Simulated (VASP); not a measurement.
# ZrC (F-43m) in VASP: settings compared, part 2 of 2

VASP 6.6.1.

## (3) Single point, HF

This run uses another cell than the first one, of 17.31 Å³/atom.

File POSCAR:

```
ZrC
1.0
    0.0000000000      2.5870520693      2.5870520693
    2.5870520693      0.0000000000      2.5870520693
    2.5870520693      2.5870520693      0.0000000000
Zr C
1 1
Direct
    0.5000000000      0.5000000000      0.5000000000
    0.7500000000      0.7500000000      0.7500000000
```

File INCAR.step1:

```
PREC = Accurate ; ENCUT = 520
EDIFF = 1E-5 ; ISMEAR = -1
SIGMA = 0.05 ; LREAL = F
LASPH = T ; NELM = 100
ALGO = Normal ; ISIF = 2
LWAVE = T ; LCHARG = F
NBANDS = 15 ; GGA = PE
```

File INCAR.step2:

```
PREC = Accurate ; ENCUT = 520
EDIFF = 1E-6 ; ISMEAR = -1
SIGMA = 0.05 ; LREAL = F
LASPH = T ; NELM = 100
ALGO = Normal ; ISIF = 2
LWAVE = F ; LCHARG = F
GGA = PE ; LHFCALC = T
AEXX = 1.0 ; ALDAC = 0.0
AGGAC = 0.0 ; PRECFOCK = Normal
NBANDS = 15 ; ISTART = 1
```

File KPOINTS:

```
Automatic mesh
0
Gamma
  5 5 5
```

Potentials or basis: VASP PAW PBE potentials, release 64 (Zr_sv, C).

Launch:

```console
cat potpaw_PBE.64/Zr_sv/POTCAR potpaw_PBE.64/C/POTCAR > POTCAR
cp INCAR.step1 INCAR
mpirun -np 1 vasp_std > vasp.out
cp INCAR.step2 INCAR
mpirun -np 1 vasp_std > vasp.out
```

OUTCAR:

```text
PREC = Accurate
   ENCUT = 520
   EDIFF = 1E-6
   ISMEAR = -1
   LREAL = F
   LASPH = T
   NELM = 100
   ISIF = 2
   GGA = PE
   LHFCALC = T
   AEXX = 1.0
   PRECFOCK = Normal
   ISTART = 1

 ion  position               nearest neighbor table
   1  0.500  0.500  0.500-   2 2.24   2 2.24   2 2.24   2 2.24
   2  0.750  0.750  0.750-   1 2.24   1 2.24   1 2.24   1 2.24

  LATTYP: Found a face centered cubic cell.
 ALAT       =     5.1741041386

  Lattice vectors:

 A1 = (   0.0000000000,   2.5870520693,   2.5870520693)
 A2 = (   2.5870520693,   0.0000000000,   2.5870520693)
 A3 = (   2.5870520693,   2.5870520693,   0.0000000000)

Analysis of symmetry for initial positions (statically):
=====================================================================
 Subroutine PRICEL returns:
 Original cell was already a primitive cell.

 Routine SETGRP: Setting up the symmetry group for a
 face centered cubic supercell.

 Subroutine GETGRP returns: Found 24 space group operations
 (whereof 24 operations were pure point group operations)
 out of a pool of 48 trial point group operations.

The static configuration has the point symmetry T_d .

Analysis of symmetry for dynamics (positions and initial velocities):
=====================================================================
 Subroutine PRICEL returns:
 Original cell was already a primitive cell.

 Routine SETGRP: Setting up the symmetry group for a
 face centered cubic supercell.

 Subroutine GETGRP returns: Found 24 space group operations
 (whereof 24 operations were pure point group operations)
 out of a pool of 48 trial point group operations.

The dynamic configuration has the point symmetry T_d .

 Subroutine INISYM returns: Found 24 space group operations
 (whereof 24 operations are pure point group operations),
 and found     1 'primitive' translations

----------------------------------------------------------------------------------------
[... 113 lines left out ...]
   ENCUTFOCK=  -1.0 apply spherical cutoff to Coloumb kernel
   IVDW    =     0    specifies the selected vdW correction
   LEPSILON=     F    determine dielectric tensor
   LRPA    =     F    only Hartree local field effects (RPA)
 non-spin polarized calculation
  energy-cutoff  :      520.00
  volume of cell :       34.63
 maximum number of plane-waves:       951
  NGX = 24; NGY = 24; NGZ = 24

 number of electron      16.0000000 magnetization

 Free energy of the ion-electron system (eV)
  ---------------------------------------------------
  ext. energy  EPLUGINS =         0.00000000
  ---------------------------------------------------
  free energy    TOTEN  =       -33.41178403 eV

  energy without entropy =      -33.41178403  energy(sigma->0) =      -33.41178403

 E-fermi :   4.7113     XC(G=0):   0.0000

 val. band max:        3.5678661856   @ k =  -0.4000   0.4000   0.0000
 cond. band min:      10.8641533821   @ k =  -0.4000   0.4000   0.0000
 fundamental gap:      7.2962871965
 Fermi energy:         4.7112967318

 k-point     1 :       0.0000    0.0000    0.0000
  band No.  band energies     occupation
      1     -56.9946      2.00000
      2     -29.1976      2.00000
      3     -29.1976      2.00000
      4     -29.1976      2.00000
      5     -10.5642      2.00000
      6       1.1359      2.00000
      7       1.1359      2.00000
      8       1.1359      2.00000
      9      14.0851      0.00000
     10      15.0089      0.00000
     11      15.0089      0.00000
     12      20.6852      0.00000
     13      20.6852      0.00000
     14      20.6852      0.00000
[... 149 lines left out ...]
      2     -29.7081      2.00000
      3     -29.5010      2.00000
      4     -29.3938      2.00000
      5      -8.4332      2.00000
      6       0.5498      2.00000
      7       2.3398      2.00000
      8       3.5199      2.00000
      9      11.4573      0.00000
     10      14.3747      0.00000
     11      16.5931      0.00000
     12      18.1282      0.00000
     13      19.8673      0.00000
     14      22.8266      0.00000
     15      23.7880      0.00000

------------------------ aborting loop because EDIFF is reached ----------------------------------------

  FORCE on cell =-STRESS in cart. coord.  units (eV):
  Direction    XX          YY          ZZ          XY          YZ          ZX
  --------------------------------------------------------------------------------------
  -------------------------------------------------------------------------------------
  Total       -0.0224347     -0.0224347     -0.0224347      0.0000000      0.0000000     -0.0000000
  in kB       -1.0379716     -1.0379716     -1.0379716      0.0000000      0.0000000     -0.0000000
  external PRESSURE =      -1.0379716 kB  Pullay stress =       0.0000000 kB

 VOLUME and BASIS-vectors are now :
 -----------------------------------------------------------------------------
  energy-cutoff  :      520.00
  volume of cell :       34.63
      direct lattice vectors                 reciprocal lattice vectors
     0.000000000  2.587052069  2.587052069    -0.193270173  0.193270173  0.193270173
     2.587052069  0.000000000  2.587052069     0.193270173 -0.193270173  0.193270173
     2.587052069  2.587052069  0.000000000     0.193270173  0.193270173 -0.193270173

 POSITION                                       TOTAL-FORCE (eV/Angst)
 -----------------------------------------------------------------------------------
      2.58705      2.58705      2.58705        -0.000000     -0.000000     -0.000000
      3.88058      3.88058      3.88058         0.000000      0.000000      0.000000
 -----------------------------------------------------------------------------------
    total drift:                               -0.000000     -0.000000     -0.000000

  FREE ENERGIE OF THE ION-ELECTRON SYSTEM (eV)
  ---------------------------------------------------
  free  energy   TOTEN  =       -33.4117840318 eV

  energy  without entropy=      -33.4117840318  energy(sigma->0) =      -33.41178403
```

OSZICAR.step1:

```text
N       E                     dE             d eps       ncg     rms          rms(c)
DAV:   1     0.104240647879E+03    0.10424E+03   -0.82971E+03   300   0.102E+03
DAV:   2    -0.153760850440E+02   -0.11962E+03   -0.11020E+03   391   0.277E+02
DAV:   3    -0.227752805021E+02   -0.73992E+01   -0.73471E+01   549   0.558E+01
DAV:   4    -0.228636601907E+02   -0.88380E-01   -0.88350E-01   350   0.534E+00
DAV:   5    -0.228642604310E+02   -0.60024E-03   -0.60021E-03   408   0.455E-01    0.189E+01
DAV:   6    -0.182675403364E+02    0.45967E+01   -0.12515E+01   335   0.250E+01    0.529E+00
DAV:   7    -0.181810682223E+02    0.86472E-01   -0.77559E-01   314   0.648E+00    0.447E+00
DAV:   8    -0.181869571106E+02   -0.58889E-02   -0.15750E-01   363   0.332E+00    0.195E+00
DAV:   9    -0.181786071511E+02    0.83500E-02   -0.25887E-02   321   0.124E+00    0.496E-01
DAV:  10    -0.181793163886E+02   -0.70924E-03   -0.15678E-03   356   0.399E-01    0.220E-01
DAV:  11    -0.181792786391E+02    0.37749E-04   -0.25881E-04   342   0.140E-01    0.296E-02
DAV:  12    -0.181792764199E+02    0.22192E-05   -0.72224E-06   248   0.228E-02
   1 F= -.18179276E+02 E0= -.18179225E+02  d E =-.103167E-03
```

Run time: 30 min. Hardware: 1 thread of AMD EPYC 7R13 (Zen 3), shared host; peak memory 0.15 GiB.

What came out:

| Quantity | Value |
| --- | --- |
| Free energy | -33.4118 eV |
| Pressure | -0.1 GPa |
| Band gap on the k mesh | 7.30 eV |

Caveat: the k points lie up to 0.42 Å⁻¹ apart; the PAW data sets were made with another functional, which shifts forces and pressure a little; an odd mesh through Γ misses points on the zone boundary, where band edges can lie.

## (4) Single point, r2SCAN50

File POSCAR:

```
ZrC
1.0
    0.0000000000      2.5455200000      2.5455200000
    2.5455200000      0.0000000000      2.5455200000
    2.5455200000      2.5455200000      0.0000000000
Zr C
1 1
Direct
    0.5000000000      0.5000000000      0.5000000000
    0.7500000000      0.7500000000      0.7500000000
```

File INCAR.step1:

```
SYSTEM = ZrC
  PREC = Accurate
  ENCUT = 520
  EDIFF = 1E-5
  ISMEAR = -1
  SIGMA = 0.05
  LREAL = .False.
  LASPH = .True.
  NELM = 100
  ALGO = Normal
  ISIF = 2
  LWAVE = .True.
  NBANDS = 15
  GGA = PE
```

File INCAR.step2:

```
SYSTEM = ZrC
  PREC = Accurate
  ENCUT = 520
  EDIFF = 1E-6
  ISMEAR = -1
  SIGMA = 0.05
  LREAL = .False.
  LASPH = .True.
  NELM = 100
  ALGO = Normal
  ISIF = 2
  LWAVE = .False.
  LCHARG = .True.
  METAGGA = R2SCAN
  LHFCALC = .True.
  AEXX = 0.5
  LMIXTAU = .True.
  PRECFOCK = Normal
  LELF = .True.
  LVHAR = .True.
  NBANDS = 15
  ISTART = 1
```

File KPOINTS:

```
regular mesh
0
Gamma
  5 5 5
  0 0 0
```

Launch:

```console
cat potpaw_PBE.64/Zr_sv/POTCAR potpaw_PBE.64/C/POTCAR > POTCAR
cp INCAR.step1 INCAR
mpirun -np 1 vasp_std > vasp.out
cp INCAR.step2 INCAR
mpirun -np 1 vasp_std > vasp.out
```

Run time: 16 min. Hardware: 1 thread of Intel Xeon Platinum 8375C at 2.90GHz (Ice Lake), shared host; peak memory 0.17 GiB.

The run converged. Its results:

```
Free energy            : -34.9657 eV
Pressure               : -2.5 GPa
Band gap on the k mesh : 3.79 eV
```

Levels at points of the mesh, in eV from the valence-band top:
```csv
k point,band 5,band 6,band 7,band 8,band 9,band 10,band 11,band 12
"(0.00, 0.00, 0.00)",-12.14,-2.42,-2.42,-2.42,7.02,7.38,7.38,13.13
```

Caveat: the k points lie up to 0.43 Å⁻¹ apart; the PAW data sets were made with another functional, which shifts forces and pressure a little; an odd mesh through Γ misses points on the zone boundary, where band edges can lie.

## (5) The runs side by side

```csv
level,cell,share of exact exchange,gap on the mesh (eV),pressure (GPa)
HF,"a = 3.600 Å, angles 60.0°, 2 atoms",1,7.32,8.1
HF,"a = 3.659 Å, angles 60.0°, 2 atoms",1,7.30,-0.1
r2SCAN50,"a = 3.600 Å, angles 60.0°, 2 atoms",0.5,3.79,-2.5
```

Alike in all rows: task single point; potentials or basis VASP PAW PBE potentials, release 64 (Zr_sv, C); no spin polarisation; k mesh 5 × 5 × 5; cutoff (eV) 520; smearing fermi-dirac 0.05 eV.

Caveats: all runs use coarse meshes; the PAW data sets were made with another functional, which shifts forces and pressure a little; an odd mesh through Γ misses points on the zone boundary, where band edges can lie.

Total energies depend on the potentials used, so only differences within one code and one set of settings carry meaning.
